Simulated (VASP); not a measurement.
# TiAl (P4/mmm) in VASP: further runs

TiAl is run at these levels: LDA; tasks: single point.

All numbers are computed with VASP 6.6.1; they aren't measurements. Logs are shortened: lines on timing, memory, paths and dates and some standing lists are left out, and cuts for length are marked.

**1. The cell of the first run**

The structure is tetragonal, space group P4/mmm (No. 123). The conventional cell has a = 3.179 Å, b = 3.179 Å, c = 2.925 Å, α = 90.00°, β = 90.00°, γ = 90.00°. Ti (site symmetry 4/mmm) has 8 Al at 2.68 Å and 6 Ti at 2.92 to 3.18 Å within 3.5 Å. Al (site symmetry 4/mmm) has 8 Ti at 2.68 Å and 6 Al at 2.92 to 3.18 Å within 3.5 Å.

**2. Single point, LDA (strain +0.000 along x and y, -0.080 along z)**

Input file INCAR:

```
PREC = Accurate
ENCUT = 520
EDIFF = 1E-7
ISMEAR = 0
SIGMA = 0.15
LREAL = F
LASPH = T
NELM = 80
ALGO = Fast
ISIF = 2
LWAVE = F
LCHARG = F
NBANDS = 14
```

Input file KPOINTS:

```
regular mesh
0
Gamma
  16 16 16
```

Input file POSCAR:

```
TiAl
1.0
    3.1790640000      0.0000000000      0.0000000000
    0.0000000000      3.1790640000      0.0000000000
    0.0000000000      0.0000000000      2.9247388800
Ti Al
1 1
Direct
    0.0000000000      0.0000000000      0.0000000000
    0.5000000000      0.5000000000      0.5000000000
```

Potentials or basis: VASP PAW LDA potentials, release 64 (Ti_sv, Al).

Started as:

```bash
$ cat potpaw_LDA.64/Ti_sv/POTCAR potpaw_LDA.64/Al/POTCAR > POTCAR
$ mpirun -np 1 vasp_std > vasp.out
```

OUTCAR:

```text
PREC = Accurate
   ENCUT = 520
   EDIFF = 1E-7
   ISMEAR = 0
   LREAL = F
   LASPH = T
   NELM = 80
   ISIF = 2

 ion  position               nearest neighbor table
   1  0.000  0.000  0.000-   2 2.68   2 2.68   2 2.68   2 2.68   2 2.68   2 2.68   2 2.68   2 2.68

   2  0.500  0.500  0.500-   1 2.68   1 2.68   1 2.68   1 2.68   1 2.68   1 2.68   1 2.68   1 2.68

  LATTYP: Found a simple tetragonal cell.
 ALAT       =     3.1790640000
 C/A-ratio  =     0.9200000000

  Lattice vectors:

 A1 = (   3.1790640000,   0.0000000000,   0.0000000000)
 A2 = (   0.0000000000,   3.1790640000,   0.0000000000)
 A3 = (   0.0000000000,   0.0000000000,   2.9247388800)

Analysis of symmetry for initial positions (statically):
=====================================================================
 Subroutine PRICEL returns:
 Original cell was already a primitive cell.

 Routine SETGRP: Setting up the symmetry group for a
 simple tetragonal supercell.

 Subroutine GETGRP returns: Found 16 space group operations
 (whereof 16 operations were pure point group operations)
 out of a pool of 16 trial point group operations.

The static configuration has the point symmetry D_4h.

Analysis of symmetry for dynamics (positions and initial velocities):
=====================================================================
 Subroutine PRICEL returns:
 Original cell was already a primitive cell.

 Routine SETGRP: Setting up the symmetry group for a
 simple tetragonal supercell.

 Subroutine GETGRP returns: Found 16 space group operations
 (whereof 16 operations were pure point group operations)
 out of a pool of 16 trial point group operations.

The dynamic configuration has the point symmetry D_4h.

 Subroutine INISYM returns: Found 16 space group operations
 (whereof 16 operations are pure point group operations),
 and found     1 'primitive' translations

----------------------------------------------------------------------------------------

                                     Primitive cell

  volume of cell :      29.5587

  direct lattice vectors                    reciprocal lattice vectors
     3.179064000  0.000000000  0.000000000     0.314557996  0.000000000  0.000000000
     0.000000000  3.179064000  0.000000000     0.000000000  0.314557996  0.000000000
     0.000000000  0.000000000  2.924738880     0.000000000  0.000000000  0.341910865

  length of vectors
     3.179064000  3.179064000  2.924738880     0.314557996  0.314557996  0.341910865

  position of ions in fractional coordinates (direct lattice)
     0.000000000  0.000000000  0.000000000
     0.500000000  0.500000000  0.500000000

  ion indices of the primitive-cell ions
   primitive index   ion index
                 1           1
                 2           2

----------------------------------------------------------------------------------------

 KPOINTS: regular mesh

Automatic generation of k-mesh.
 Grid dimensions read from file:
 generate k-points for:   16   16   16

 Generating k-lattice:

  Cartesian coordinates                     Fractional coordinates (reciprocal lattice)
     0.019659875  0.000000000  0.000000000     0.062500000  0.000000000  0.000000000
     0.000000000  0.019659875  0.000000000     0.000000000  0.062500000  0.000000000
     0.000000000  0.000000000  0.021369429     0.000000000  0.000000000  0.062500000

  Length of vectors
     0.019659875  0.019659875  0.021369429

  Shift w.r.t. Gamma in fractional coordinates (k-lattice)
     0.000000000  0.000000000  0.000000000

 Subroutine IBZKPT returns following result:
 ===========================================

 Found    405 irreducible k-points:

 Following reciprocal coordinates:
            Coordinates               Weight
  0.000000  0.000000  0.000000      1.000000
  0.062500  0.000000  0.000000      4.000000
  0.125000  0.000000  0.000000      4.000000
  0.187500  0.000000  0.000000      4.000000
  0.250000  0.000000  0.000000      4.000000
  0.312500  0.000000  0.000000      4.000000
[... 16 lines left out ...]
  0.437500  0.125000  0.000000      8.000000
  0.500000  0.125000  0.000000      4.000000
 [... further k-points ...]
   k-points           NKPTS =    405   k-points in BZ     NKDIM =    405   number of bands    NBANDS=     14
   number of dos      NEDOS =    301   number of ions     NIONS =      2
   total plane-waves  NPLWV =  13824
   dimension x,y,z NGX =    24 NGY =   24 NGZ =   24
   dimension x,y,z NGXF=    48 NGYF=   48 NGZF=   48
   ions per type =               1   1
   NGX,Y,Z   is equivalent  to a cutoff of  12.55, 12.55, 13.64 a.u.
   NGXF,Y,Z  is equivalent  to a cutoff of  25.10, 25.10, 27.28 a.u.
 SYSTEM =  unknown system
   PREC   = accura    normal or accurate (medium, high low for compatibility)
   ISTART =      0    job   : 0-new  1-cont  2-samecut
   ICHARG =      2    charge: 1-file 2-atom 10-const
   ISPIN  =      1    spin polarized calculation?
   LNONCOLLINEAR =      F non collinear calculations
   LSORBIT =      F    spin-orbit coupling
   LASPH  =      T    aspherical Exc in radial PAW
   ENCUT  =  520.0 eV  38.22 Ry    6.18 a.u.   5.91  5.91  5.44*2*pi/ulx,y,z
   NELM   =     80;   NELMIN=  2; NELMDL= -5     # of ELM steps
   EDIFF  = 0.1E-06   stopping-criterion for ELM
   LREAL  =      F    real-space projection
   EDIFFG = 0.1E-05   stopping-criterion for IOM
   NSW    =      0    number of steps for IOM
   IBRION =     -1    ionic relax: 0-MD 1-quasi-New 2-CG
   NFREE  =      0    steps in history (QN), initial steepest desc. (CG)
   ISIF   =      2    stress and relaxation
   ISYM   =      2    0-nonsym 1-usesym 2-fastsym
   POTIM  = 0.5000    time-step for ionic-motion
   TEBEG  =    0.0;   TEEND  =   0.0 temperature during run
   PSTRESS=    0.0 pullay stress
   NELECT =      15.0000    total number of electrons
   NUPDOWN=      -1.0000    fix difference up-down
   EMIN   =  10.00;   EMAX   =-10.00  energy-range for DOS
   EFERMI =   0.00;   METHOD = LEGACY
   ISMEAR =     0;   SIGMA  =   0.15  broadening in eV -4-tet -1-fermi 0-gaus
   EFERMI_NEDOS =   21; number of points for ismear=-14 and -15
   IALGO  =     68    algorithm
   IMIX   =      4    mixing-type and parameters
     AMIX     =   0.40;   BMIX     =  1.00
     AMIX_MAG =   1.60;   BMIX_MAG =  1.00
  volume/ion in A,a.u.               =      14.78        99.74
  Fermi-wavevector in a.u.,A,eV,Ry     =   1.305800  2.467604 23.199484  1.705114
  Thomas-Fermi vector in A             =   2.436645
   LORBIT       =      0    0 simple, 1 ext, 2 COOP (PROOUT), +10 PAW based schemes
   GGA     = CA    functional components
   LHFCALC =     F    Hartree Fock is set to
   AEXX    =    0.0000 exact exchange contribution
   IVDW    =     0    specifies the selected vdW correction
   LEPSILON=     F    determine dielectric tensor
   LRPA    =     F    only Hartree local field effects (RPA)
 non-spin polarized calculation
 RMM-DIIS sequential band-by-band and
 Gauss-broadening in eV      SIGMA  =   0.15
  energy-cutoff  :      520.00
  volume of cell :       29.56
 maximum number of plane-waves:       816
 NGX is ok and might be reduce to    24
   NGX = 11   NGY = 11   NGZ = 11

 number of electron      14.9999997 magnetization

 Free energy of the ion-electron system (eV)
  ---------------------------------------------------
  ext. energy  EPLUGINS =         0.00000000
  ---------------------------------------------------
  free energy    TOTEN  =       -13.31074408 eV

  energy without entropy =      -13.28220462  energy(sigma->0) =      -13.29647435

 E-fermi :   9.3887     XC(G=0): -11.6810

 val. band max:        9.3871741142   @ k =   0.1875   0.0625   0.3750
 cond. band min:       9.3966690279   @ k =   0.3125   0.0000   0.3750
 fundamental gap:      0.0094949137
 Fermi energy:         9.3887437115

 k-point     1 :       0.0000    0.0000    0.0000
  band No.  band energies     occupation
      1     -46.5860      2.00000
      2     -23.2045      2.00000
      3     -23.2045      2.00000
      4     -23.0539      2.00000
      5      -0.1336      2.00000
      6       7.6924      2.00000
      7       7.9019      2.00000
      8      11.0789      0.00000
      9      11.5798      0.00000
     10      11.5798      0.00000
     11      13.4926      0.00000
     12      13.4926      0.00000
     13      15.9703      0.00000
     14      18.5410      0.00000

 k-point     2 :       0.0625    0.0000    0.0000
  band No.  band energies     occupation
      1     -46.5853      2.00000
      2     -23.2119      2.00000
      3     -23.2039      2.00000
      4     -23.0533      2.00000
      5      -0.0701      2.00000
      6       7.6694      2.00000
      7       7.9129      2.00000
      8      10.9398      0.00000
      9      11.5087      0.00000
     10      11.5865      0.00000
     11      13.2773      0.00000
     12      13.6812      0.00000
     13      16.0897      0.00000
     14      18.5405      0.00000

 k-point     3 :       0.1250    0.0000    0.0000
  band No.  band energies     occupation
      1     -46.5835      2.00000
      2     -23.2328      2.00000
      3     -23.2020      2.00000
      4     -23.0518      2.00000
      5       0.1189      2.00000
      6       7.5488      2.00000
      7       7.9703      2.00000
      8      10.6177      0.00000
      9      11.3214      0.00000
     10      11.6057      0.00000
     11      12.8091      0.00000
     12      14.1530      0.00000
     13      16.4232      0.00000
     14      18.2632      0.00000
[... 324 lines left out ...]
 k-point    23 :       0.4375    0.1250    0.0000
  band No.  band energies     occupation
      1     -46.5675      2.00000
      2     -23.3837      2.00000
      3     -23.2147      2.00000
      4     -23.0377      2.00000
      5       2.7898      2.00000
      6       4.7084      2.00000
      7       8.6284      2.00000
      8       8.9856      1.99986
      9      10.3440      0.00000
     10      11.5596      0.00000
     11      12.4093      0.00000
     12      15.7716      0.00000
     13      17.3599      0.00000
     14      19.5725      0.00000

 k-point    24 :       0.5000    0.1250    0.0000
  band No.  band energies     occupation
      1     -46.5669      2.00000
      2     -23.3908      2.00000
      3     -23.2140      2.00000
      4     -23.0372      2.00000
      5       3.1737      2.00000
      6       4.2798      2.00000
      7       8.7540      2.00000
      8       8.8663      2.00000
      9      10.3064      0.00000
     10      11.5681      0.00000
     11      12.4388      0.00000
     12      15.8511      0.00000
     13      17.4021      0.00000
     14      19.2953      0.00000

 [... further k-points ...]

------------------------ aborting loop because EDIFF is reached ----------------------------------------

  FORCE on cell =-STRESS in cart. coord.  units (eV):
  Direction    XX          YY          ZZ          XY          YZ          ZX
  --------------------------------------------------------------------------------------
  -------------------------------------------------------------------------------------
  Total        0.9573205      0.9573205      0.6515485      0.0000000      0.0000000      0.0000000
  in kB       51.8898381     51.8898381     35.3160169      0.0000000      0.0000000      0.0000000
  external PRESSURE =      46.3652310 kB  Pullay stress =       0.0000000 kB

 VOLUME and BASIS-vectors are now :
 -----------------------------------------------------------------------------
  energy-cutoff  :      520.00
  volume of cell :       29.56
      direct lattice vectors                 reciprocal lattice vectors
     3.179064000  0.000000000  0.000000000     0.314557996  0.000000000  0.000000000
     0.000000000  3.179064000  0.000000000     0.000000000  0.314557996  0.000000000
     0.000000000  0.000000000  2.924738880     0.000000000  0.000000000  0.341910865

 POSITION                                       TOTAL-FORCE (eV/Angst)
 -----------------------------------------------------------------------------------
      0.00000      0.00000      0.00000         0.000000      0.000000      0.000000
      1.58953      1.58953      1.46237         0.000000      0.000000      0.000000
 -----------------------------------------------------------------------------------
    total drift:                                0.000000      0.000000      0.000000

  FREE ENERGIE OF THE ION-ELECTRON SYSTEM (eV)
  ---------------------------------------------------
  free  energy   TOTEN  =       -13.3107440812 eV

  energy  without entropy=      -13.2822046234  energy(sigma->0) =      -13.29647435
```

Run time: 4.6 min. Hardware: 1 thread of Intel Xeon 8259CL, shared host; peak memory 0.27 GiB.

What came out:

```yaml
Free_energy: -13.3107 eV
Pressure: 4.6 GPa
Band_gap_on_the_k_mesh: zero (an odd number of electrons rules out a gap without spin polarisation)
```

Caveat: the cell differs from its parent crystal (strain +0.000 along x and y, -0.080 along z); the cell stands under pressure.

**3. Single point, LDA (strain -0.040 along x and y, +0.040 along z)**

Input file INCAR:

```
PREC = Accurate
ENCUT = 520
EDIFF = 1E-6
ISMEAR = 0
SIGMA = 0.15
LREAL = False
LASPH = True
NELM = 80
ALGO = Fast
ISIF = 2
LWAVE = False
LCHARG = False
GGA = CA
NBANDS = 14
```

Input file KPOINTS:

```
Automatic mesh
0
Gamma
  16 16 16
```

Input file POSCAR:

```
TiAl
1.0
    3.0519014400      0.0000000000      0.0000000000
    0.0000000000      3.0519014400      0.0000000000
    0.0000000000      0.0000000000      3.3062265600
Ti Al
1 1
Direct
    0.0000000000      0.0000000000      0.0000000000
    0.5000000000      0.5000000000      0.5000000000
```

Potentials or basis: VASP PAW LDA potentials, release 64 (Ti_sv, Al).

Started as:

```bash
$ cat potpaw_LDA.64/Ti_sv/POTCAR potpaw_LDA.64/Al/POTCAR > POTCAR
$ mpirun -np 1 vasp_std > vasp.out
```

Run time: 4.3 min. Hardware: 1 thread of Intel Xeon 8259CL, shared host; peak memory 0.28 GiB.

It converged, with:

| Item | Value |
| --- | --- |
| Free energy | -13.3447 eV |
| Pressure | -0.9 GPa |
| Band gap on the k mesh | zero (an odd number of electrons rules out a gap without spin polarisation) |

Stress tensor (GPa, compression positive):
```
-3.14  0.00  0.00
 0.00 -3.14  0.00
 0.00  0.00  3.53
```

Levels at points of the mesh, in eV from the Fermi level:
```
           k point  band 3  band 4  band 5  band 6  band 7  band 8  band 9  band 10  band 11  band 12
(0.00, 0.00, 0.00)  -32.59  -32.59   -9.33   -1.59   -1.36    1.81    1.81     2.18     3.28     5.44
(0.50, 0.00, 0.00)  -32.67  -32.56   -5.71   -5.13   -0.48   -0.43    0.50     2.07     3.55     6.57
(0.50, 0.50, 0.00)  -32.81  -32.65   -4.72   -1.70   -1.70   -1.32    0.34     0.34     3.21     5.20
(0.00, 0.00, 0.50)  -32.58  -32.58   -6.47   -5.29   -0.66    0.47    0.47     2.32     2.58     6.82
(0.50, 0.00, 0.50)  -32.79  -32.55   -5.21   -2.32   -1.85   -1.48    0.88     1.05     2.72     4.91
(0.50, 0.50, 0.50)  -32.79  -32.76   -3.14   -3.13   -3.13    0.92    2.79     2.95     3.25     3.32
```

Caveat: the cell differs from its parent crystal (strain -0.040 along x and y, +0.040 along z); the stress differs along the axes, from -3 to 4 GPa.
